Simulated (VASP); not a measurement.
Write the native input for VASP 6.6.1 that does the following.

```yaml
Task: single point
Functional: r2SCAN
Potentials_or_basis: VASP PAW PBE potentials, release 64 (Ti_sv)
Cutoff: 520 eV
k_mesh: 12 × 12 × 18
Occupations: gaussian, width 0.1 eV
Spin: no spin polarisation
Dipole_correction: no
Further_INCAR_settings: ALGO = Normal; EDIFF = 1e-07; NBANDS = 25
```

Ti:

```
Ti
1.0
     4.61370    0.00000    0.00000
    -2.30685    3.99558    0.00000
     0.00000    0.00000    2.81396
Ti
3
Direct
  0.00000 0.00000 0.00000
  0.33333 0.66667 0.50000
  0.66667 0.33333 0.50000
```

This cell differs from its parent crystal: biaxial strain in the a-b plane: +1.0 %, then relaxed in part.

One way to write it, as run:

POSCAR

```
Ti
1.0
    4.6137019214      0.0000000000      0.0000000000
   -2.3068509607      3.9955830695      0.0000000000
    0.0000000000      0.0000000000      2.8139579825
Ti
3
Direct
    0.0000000000      0.0000000000      0.0000000000
    0.3333333333      0.6666666667      0.5000000000
    0.6666666667      0.3333333333      0.5000000000
```

INCAR.step1

```
PREC = Accurate
ENCUT = 520
ISMEAR = 0
SIGMA = 0.1
LREAL = False
LASPH = True
NELM = 100
NBANDS = 25
GGA = PE
ALGO = Normal
EDIFF = 1E-4
LWAVE = True
LCHARG = False
```

INCAR.step2

```
PREC = Accurate
ENCUT = 520
EDIFF = 1E-7
ISMEAR = 0
SIGMA = 0.1
LREAL = False
LASPH = True
NELM = 100
ALGO = Normal
ISIF = 2
LWAVE = False
LCHARG = True
METAGGA = R2SCAN
LMIXTAU = True
LELF = True
LVHAR = True
NBANDS = 25
ISTART = 1
```

KPOINTS

```
Automatic mesh
0
Gamma
  12 12 18
```

Potentials or basis: VASP PAW PBE potentials, release 64 (Ti_sv).

The run is started by

```bash
$ cat potpaw_PBE.64/Ti_sv/POTCAR > POTCAR
$ cp INCAR.step1 INCAR
$ mpirun -np 1 vasp_std > vasp.out
$ cp INCAR.step2 INCAR
$ mpirun -np 1 vasp_std > vasp.out
```

It gave:

The pressure is -1.3 GPa. The band gap on the k mesh is zero (bands 18 and 19 overlap by 0.22 eV).

Caveat: the cell differs from its parent crystal (biaxial strain in the a-b plane: +1.0 %, then relaxed in part); the PAW data sets were made with another functional, which shifts forces and pressure a little.

It took 19 min on 1 thread of Oxide Virtual Turin-like Processor, with other jobs on the host, peak memory 0.28 GiB.
